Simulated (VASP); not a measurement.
Here is a VASP 6.6.1 calculation.

The input POSCAR:

```
BeTe
1.0
    0.0000000000      2.8156726123      2.8156726123
    2.8156726123      0.0000000000      2.8156726123
    2.8156726123      2.8156726123      0.0000000000
Be Te
1 1
Direct
    0.0000000000      0.0000000000      0.0000000000
    0.2500000000      0.2500000000      0.2500000000
```

INCAR.step1

```
SYSTEM = BeTe
ALGO = Normal ; EDIFF = 1E-5
ENCUT = 520 ; GGA = PE
ISIF = 2 ; ISMEAR = 0
LASPH = .True. ; LCHARG = .False.
LREAL = .False. ; LWAVE = .True.
NBANDS = 11 ; NELM = 100
PREC = Accurate ; SIGMA = 0.02
```

File INCAR.step2:

```
SYSTEM = BeTe
ALGO = Normal ; EDIFF = 1E-6
ENCUT = 520 ; GGA = PE
HFSCREEN = 0.2079 ; ISIF = 2
ISMEAR = 0 ; ISTART = 1
LASPH = .True. ; LCHARG = .False.
LHFCALC = .True. ; LREAL = .False.
LWAVE = .False. ; NBANDS = 11
NELM = 100 ; PREC = Accurate
PRECFOCK = Normal ; SIGMA = 0.02
```

File KPOINTS:

```
k-points
0
Gamma
  6 6 6
  0 0 0
```

Potentials or basis: VASP PAW PBE potentials, release 64 (Be, Te).

Run with:

```console
$ cat potpaw_PBE.64/Be/POTCAR potpaw_PBE.64/Te/POTCAR > POTCAR
$ cp INCAR.step1 INCAR
$ mpirun -np 1 vasp_std > vasp.out
$ cp INCAR.step2 INCAR
$ mpirun -np 1 vasp_std > vasp.out
```

Q: Predict the band gap on the k mesh.

A: 2.64 eV, indirect (least direct gap 4.47 eV).

Q: Estimate the pressure.

A: -0.1 GPa.

Caveat: the PAW data sets were made with another functional, which shifts forces and pressure a little; spin-orbit coupling is left out, which moves the levels of the heavy elements. A k mesh can miss the band edges.
